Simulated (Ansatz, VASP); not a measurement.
## Mg in VASP and in Ansatz

INCAR

```
SYSTEM = Mg
ALGO = Normal
EDIFF = 1E-8
ENCUT = 520
ISIF = 2
ISMEAR = -1
LASPH = .True.
LCHARG = .False.
LEFG = .True.
LREAL = .False.
LWAVE = .False.
NBANDS = 7
NELM = 80
PREC = Accurate
SIGMA = 0.03
```

Contents of KPOINTS:

```
k-points
0
Gamma
  19 19 19
  0 0 0
```

File POSCAR:

```
Mg
1.0
   -1.4463588895      1.4463588895      1.4463588895
    1.4463588895     -1.4463588895      1.4463588895
    1.4463588895      1.4463588895     -1.4463588895
Mg
1
Direct
    0.0000000000      0.0000000000      0.0000000000
```

Input for Ansatz:

```yaml
crystal:
  lattice:
    - [-1.4463588895, 1.4463588895, 1.4463588895]
    - [1.4463588895, -1.4463588895, 1.4463588895]
    - [1.4463588895, 1.4463588895, -1.4463588895]
  atoms:
    - { symbol: Mg, position: [0.0, 0.0, 0.0] }
kpoints:
  mp_grid: { grid: [19, 19, 19] }
scf:
  occupations: { method: fermi_dirac, width: 0.03 }
hamiltonian:
  xc: lda
  pseudopotentials: { kind: all_electron, datasets: crystal }
output:
  forces: true
  stress: true
  eigenvalues: true
  efg: { contact_densities: true }
```

Change from the starting cell: volume scaled by 0.94, crystal datasets.

Alike in both runs: task electric field gradients; functional LDA; k mesh 19 × 19 × 19; occupations fermi-dirac, width 0.03 eV; no spin polarisation.

```csv
,VASP,Ansatz
version,VASP 6.6.1,Ansatz 0.2.0
potentials or method,"VASP PAW LDA potentials, release 64 (Mg), cutoff 520 eV","all-electron PAW with datasets made for the crystal, scalar-relativistic"
```

Ansatz gave:

```
pressure (GPa) : 70.1
```

**Question.** What did VASP give for the same quantities?

**Answer.** Pressure (GPa): 70.8.

LDA's correlation is that of Perdew and Zunger in VASP and of Perdew and Wang (1992) in Ansatz. Both programs put the cell under a high pressure, so it lies far from rest at this level. Ansatz ran all-electron here, and VASP with PAW potentials.

Noted on VASP's run: the cell as given lies far from equilibrium.
